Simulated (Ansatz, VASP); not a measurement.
P: VASP beside Ansatz

```
P
1.0
    -1.21155    1.21155    1.21155
     1.21155   -1.21155    1.21155
     1.21155    1.21155   -1.21155
P
1
Direct
  0.00000 0.00000 0.00000
```

Change from the starting cell: volume scaled by 0.52, PAW files.

Alike in both runs: task single point; functional PBEsol; k mesh 17 × 17 × 17; occupations fermi-dirac, width 0.05 eV; no spin polarisation.

```csv
,VASP,Ansatz
version,VASP 6.6.1,Ansatz 0.2.0
potentials or method,"VASP PAW PBE potentials, release 64 (P)","PAW with Ansatz's default frozen-core files, scalar-relativistic"
plane-wave cutoff (eV),500,420
valence electrons in the cell,5,5
```

```tsv
	VASP	Ansatz	Ansatz less VASP
pressure (GPa)	271.0	271.7	+0.67
```

VASP's potentials were made for PBE, not for PBEsol. Both programs put the cell under a high pressure, so it lies far from rest at this level.

Noted on VASP's run: the cell as given lies far from equilibrium.
